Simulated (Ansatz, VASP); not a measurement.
**Ag in VASP and in Ansatz**

```
Ag
1.0
     0.00000    2.91480    2.91480
     2.91480    0.00000    2.91480
     2.91480    2.91480    0.00000
Ag
2
Direct
  0.87500 0.87500 0.87500
  0.12500 0.12500 0.12500
```

Change from the starting cell: volume scaled by 0.9, LAPW.

Alike in both runs: task single point; functional PBEsol; k mesh 13 × 13 × 13; occupations fermi-dirac, width 0.08 eV; no spin polarisation.

|  | VASP | Ansatz |
| --- | --- | --- |
| version | VASP 6.6.1 | Ansatz 0.2.0 |
| potentials or method | VASP PAW PBE potentials, release 64 (Ag), cutoff 520 eV | all-electron LAPW, scalar-relativistic |

```csv
,VASP,Ansatz,Ansatz less VASP
pressure (GPa),5.7,6.0,+0.21
```

VASP's potentials were made for PBE, not for PBEsol. Ansatz ran all-electron here, and VASP with PAW potentials.
